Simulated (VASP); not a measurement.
# TaN (Pm-3m) in VASP: settings compared, part 2 of 2

VASP 6.6.1.

**5. Single point, PBEsol, non-collinear spin, zero start, spin-orbit coupling**

Contents of INCAR:

```
PREC = Accurate
ENCUT = 520
EDIFF = 1E-6
ISMEAR = -1
SIGMA = 0.05
LREAL = F
LASPH = T
NELM = 150
ALGO = Normal
ISIF = 2
LWAVE = F
LCHARG = F
MAGMOM = 0 0 0 0 0 0
LORBIT = 11
LSORBIT = T
GGA_COMPAT = F
LORBMOM = T
LMAXMIX = 4
GGA = PS
NBANDS = 28
```

Contents of KPOINTS:

```
regular mesh
0
Gamma
  10 10 10
```

Contents of POSCAR:

```
TaN
1.0
    2.7323076900      0.0000000000      0.0000000000
    0.0000000000      2.7323076900      0.0000000000
    0.0000000000      0.0000000000      2.7323076900
Ta N
1 1
Direct
    0.0000000000      0.0000000000      0.0000000000
    0.5000000000      0.5000000000      0.5000000000
```

Potentials or basis: VASP PAW PBE potentials, release 64 (Ta_pv, N).

Run with:

```
$ cat potpaw_PBE.64/Ta_pv/POTCAR potpaw_PBE.64/N/POTCAR > POTCAR
$ mpirun -np 1 vasp_ncl > vasp.out
```

OUTCAR:

```text
PREC = Accurate
   ENCUT = 520
   EDIFF = 1E-6
   ISMEAR = -1
   LREAL = F
   LASPH = T
   NELM = 150
   ISIF = 2
   LORBIT = 11
   LSORBIT = T
   GGA = PS

 ion  position               nearest neighbor table
   1  0.000  0.000  0.000-   2 2.37   2 2.37   2 2.37   2 2.37   2 2.37   2 2.37   2 2.37   2 2.37

   2  0.500  0.500  0.500-   1 2.37   1 2.37   1 2.37   1 2.37   1 2.37   1 2.37   1 2.37   1 2.37

  LATTYP: Found a simple cubic cell.
 ALAT       =     2.7323076900

  Lattice vectors:

 A1 = (   2.7323076900,   0.0000000000,   0.0000000000)
 A2 = (   0.0000000000,   2.7323076900,   0.0000000000)
 A3 = (   0.0000000000,   0.0000000000,   2.7323076900)

Analysis of symmetry for initial positions (statically):
=====================================================================
 Subroutine PRICEL returns:
 Original cell was already a primitive cell.

 Routine SETGRP: Setting up the symmetry group for a
 simple cubic supercell.

 Subroutine GETGRP returns: Found 48 space group operations
 (whereof 48 operations were pure point group operations)
 out of a pool of 48 trial point group operations.

The static configuration has the point symmetry O_h .

Analysis of symmetry for dynamics (positions and initial velocities):
=====================================================================
 Subroutine PRICEL returns:
 Original cell was already a primitive cell.

 Routine SETGRP: Setting up the symmetry group for a
 simple cubic supercell.

 Subroutine GETGRP returns: Found 48 space group operations
 (whereof 48 operations were pure point group operations)
 out of a pool of 48 trial point group operations.

The dynamic configuration has the point symmetry O_h .

Analysis of structural, dynamic, and magnetic symmetry:
=====================================================================
 Subroutine PRICEL returns:
 Original cell was already a primitive cell.

 Routine SETGRP: Setting up the symmetry group for a
 simple cubic supercell.

 Subroutine GETGRP returns: Found 48 space group operations
 (whereof 48 operations were pure point group operations)
 out of a pool of 48 trial point group operations.

The overall configuration has the point symmetry O_h .

 Subroutine INISYM returns: Found 48 space group operations
 (whereof 48 operations are pure point group operations),
 and found     1 'primitive' translations

----------------------------------------------------------------------------------------

                                     Primitive cell

  volume of cell :      20.3981

  direct lattice vectors                    reciprocal lattice vectors
     2.732307690  0.000000000  0.000000000     0.365990991  0.000000000  0.000000000
     0.000000000  2.732307690  0.000000000     0.000000000  0.365990991  0.000000000
     0.000000000  0.000000000  2.732307690     0.000000000  0.000000000  0.365990991

  length of vectors
     2.732307690  2.732307690  2.732307690     0.365990991  0.365990991  0.365990991

  position of ions in fractional coordinates (direct lattice)
     0.000000000  0.000000000  0.000000000
[... 878 lines left out ...]

 [... further k-points ...]
[... 5 lines left out ...]
  --------------------------------------------------------------------------------------
  -------------------------------------------------------------------------------------
  Total       -0.4241506     -0.4241506     -0.4241506     -0.0000000     -0.0000000      0.0000000
  in kB      -33.3151524    -33.3151524    -33.3151524     -0.0000000     -0.0000000      0.0000000
  external PRESSURE =     -33.3151524 kB  Pullay stress =       0.0000000 kB

 VOLUME and BASIS-vectors are now :
 -----------------------------------------------------------------------------
  energy-cutoff  :      520.00
  volume of cell :       20.40
      direct lattice vectors                 reciprocal lattice vectors
     2.732307690  0.000000000  0.000000000     0.365990991  0.000000000  0.000000000
     0.000000000  2.732307690  0.000000000     0.000000000  0.365990991  0.000000000
     0.000000000  0.000000000  2.732307690     0.000000000  0.000000000  0.365990991

 POSITION                                       TOTAL-FORCE (eV/Angst)
 -----------------------------------------------------------------------------------
      0.00000      0.00000      0.00000         0.000000      0.000000      0.000000
      1.36615      1.36615      1.36615         0.000000      0.000000      0.000000
 -----------------------------------------------------------------------------------
    total drift:                                0.000000      0.000000      0.000000

  FREE ENERGIE OF THE ION-ELECTRON SYSTEM (eV)
  ---------------------------------------------------
  free  energy   TOTEN  =       -22.9716011379 eV

  energy  without entropy=      -22.9714031832  energy(sigma->0) =      -22.97150216

 orbital moment (x)

 # of ion     p       d       tot
 ----------------------------------------
  1         0.000  -0.000  -0.000
  2         0.000   0.000   0.000
 ----------------------------------------
            0.000  -0.000  -0.000

 orbital moment (y)

 # of ion     p       d       tot
 ----------------------------------------
  1         0.000   0.000   0.000
  2         0.000   0.000   0.000
 ----------------------------------------
            0.000   0.000   0.000

 orbital moment (z)

 # of ion     p       d       tot
 ----------------------------------------
  1         0.000   0.000   0.000
  2        -0.000   0.000  -0.000
 ----------------------------------------
           -0.000   0.000   0.000

 Spin-Orbit-Coupling matrix elements

 Ion:    1  E_soc:     -1.3775633
 l=   1
     0.0000000    -0.2097972    -0.2097972
    -0.2097972     0.0000000    -0.2097972
    -0.2097972    -0.2097972     0.0000000
 l=   2
     0.0000000    -0.0017068     0.0000000    -0.0017068    -0.0180899
    -0.0017068     0.0000000    -0.0135674    -0.0017068    -0.0045225
     0.0000000    -0.0135674     0.0000000    -0.0135674     0.0000000
    -0.0017068    -0.0017068    -0.0135674     0.0000000    -0.0045225
    -0.0180899    -0.0045225     0.0000000    -0.0045225     0.0000000
 l=   3
     0.0000000     0.0000000     0.0000000     0.0000000     0.0000000     0.0000000     0.0000000
     0.0000000     0.0000000     0.0000000     0.0000000     0.0000000     0.0000000     0.0000000
     0.0000000     0.0000000     0.0000000     0.0000000     0.0000000     0.0000000     0.0000000
     0.0000000     0.0000000     0.0000000     0.0000000     0.0000000     0.0000000     0.0000000
     0.0000000     0.0000000     0.0000000     0.0000000     0.0000000     0.0000000     0.0000000
     0.0000000     0.0000000     0.0000000     0.0000000     0.0000000     0.0000000     0.0000000
     0.0000000     0.0000000     0.0000000     0.0000000     0.0000000     0.0000000     0.0000000

 Ion:    2  E_soc:     -0.0002661
 l=   1
     0.0000000    -0.0000443    -0.0000443
    -0.0000443     0.0000000    -0.0000443
    -0.0000443    -0.0000443     0.0000000
 l=   2
     0.0000000     0.0000000     0.0000000     0.0000000     0.0000000
     0.0000000     0.0000000     0.0000000     0.0000000     0.0000000
     0.0000000     0.0000000     0.0000000     0.0000000     0.0000000
     0.0000000     0.0000000     0.0000000     0.0000000     0.0000000
     0.0000000     0.0000000     0.0000000     0.0000000     0.0000000
 l=   3
     0.0000000     0.0000000     0.0000000     0.0000000     0.0000000     0.0000000     0.0000000
     0.0000000     0.0000000     0.0000000     0.0000000     0.0000000     0.0000000     0.0000000
     0.0000000     0.0000000     0.0000000     0.0000000     0.0000000     0.0000000     0.0000000
     0.0000000     0.0000000     0.0000000     0.0000000     0.0000000     0.0000000     0.0000000
     0.0000000     0.0000000     0.0000000     0.0000000     0.0000000     0.0000000     0.0000000
     0.0000000     0.0000000     0.0000000     0.0000000     0.0000000     0.0000000     0.0000000
     0.0000000     0.0000000     0.0000000     0.0000000     0.0000000     0.0000000     0.0000000

 total charge

# of ion       s       p       d       tot
------------------------------------------
    1        0.305   6.199   2.555   9.060
    2        1.221   2.443   0.000   3.664
--------------------------------------------------
tot          1.526   8.642   2.555  12.724

 magnetization (x)

# of ion       s       p       d       tot
------------------------------------------
    1        0.000   0.000   0.000   0.000
    2       -0.000   0.000   0.000  -0.000
--------------------------------------------------
tot         -0.000   0.000   0.000   0.000

 magnetization (y)

# of ion       s       p       d       tot
------------------------------------------
    1       -0.000  -0.000  -0.000  -0.000
    2       -0.000   0.000   0.000  -0.000
--------------------------------------------------
tot         -0.000  -0.000  -0.000  -0.000

 magnetization (z)

# of ion       s       p       d       tot
------------------------------------------
    1        0.000   0.000  -0.000  -0.000
    2       -0.000   0.000   0.000  -0.000
--------------------------------------------------
tot         -0.000   0.000  -0.000  -0.000
```

Run time: 96 s. Hardware: 1 thread of AMD EPYC 7R13, shared host; peak memory 0.16 GiB.

Results:

```
Free energy                                           : -22.9716 eV
Pressure                                              : -3.3 GPa
Net moment                                            : 0.00 μB per cell
Valence electrons inside the program's atomic spheres : Ta 9.06; N 3.66
```

Moments on the atoms (μB; x, y, z):
```
Ta  0.00 0.00 0.00
N   0.00 0.00 0.00
```

Caveat: the PAW data sets were made with another functional, which shifts forces and pressure a little.

**6. Overview**

| task | level | spin | cell | cutoff (eV) | gap on the mesh (eV) | pressure (GPa) | relaxed volume (Å³/atom) |
| --- | --- | --- | --- | --- | --- | --- | --- |
| relaxation of cell and atoms | PBEsol+D3(BJ) | off | relaxed | 600 | none | 0.0 | 9.86 |
| relaxation of cell and atoms | PBEsol+D4 | off | relaxed | 600 | none | -0.1 | 10.01 |
| single point | PBEsol | off | as given | 520 | none | -3.5 | - |
| single point | PBEsol | non-collinear, zero start, SOC | as given | 520 | - | -3.3 | - |

Alike in all rows: potentials or basis VASP PAW PBE potentials, release 64 (Ta_pv, N); k mesh 10 × 10 × 10; smearing fermi-dirac 0.05 eV.

Caveats: the PAW data sets were made with another functional, which shifts forces and pressure a little; spin-orbit coupling is left out, which moves the levels of the heavy elements (some runs); pairwise dispersion overbinds metals, which lowers pressure and volume (some runs).

Total energies depend on the potentials used, so only differences within one code and one set of settings carry meaning.
